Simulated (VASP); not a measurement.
Write the native input for VASP 6.6.1 that does the following.

```
Task                   : single point
Functional             : PBE
Potentials or basis    : VASP PAW PBE potentials, release 64 (Ti_sv)
Cutoff                 : 520 eV
k mesh                 : 22 × 22 × 22
Occupations            : gaussian, width 0.15 eV
Spin                   : no spin polarisation
Dipole correction      : no
Further INCAR settings : ALGO = Fast; EDIFF = 1e-06; NBANDS = 12
```

The structure of Ti lies in POSCAR:

```
Ti
1.0
   -1.7826950017      1.7826950017      1.3905021013
    1.7826950017     -1.7826950017      1.3905021013
    1.7826950017      1.7826950017     -1.3905021013
Ti
1
Direct
    0.0000000000      0.0000000000      0.0000000000
```

This cell differs from its parent crystal: ratio of the length along z to the lengths across it x 0.78, volume and fractional coordinates fixed.

One way to write it, as run:

INCAR

```
SYSTEM = Ti
ALGO = Fast ; EDIFF = 1E-6
ENCUT = 520 ; GGA = PE
ISIF = 2 ; ISMEAR = 0
LASPH = .True. ; LCHARG = .False.
LREAL = .False. ; LWAVE = .False.
NBANDS = 12 ; NELM = 100
PREC = Accurate ; SIGMA = 0.15
```

KPOINTS

```
k-points
0
Gamma
  22 22 22
  0 0 0
```

Potentials or basis: VASP PAW PBE potentials, release 64 (Ti_sv).

Run with:

```sh
$ cat potpaw_PBE.64/Ti_sv/POTCAR > POTCAR
$ mpirun -np 1 vasp_std > vasp.out
```

Results of the run:

```yaml
Pressure: -2.6 GPa
Band_gap_on_the_k_mesh: zero (bands 6 and 7 overlap by 0.98 eV)
```

Run time: 2.5 min on 1 thread of Intel(R) Xeon(R) Platinum 8488C (Sapphire Rapids), with other jobs on the host, peak memory 0.27 GiB.
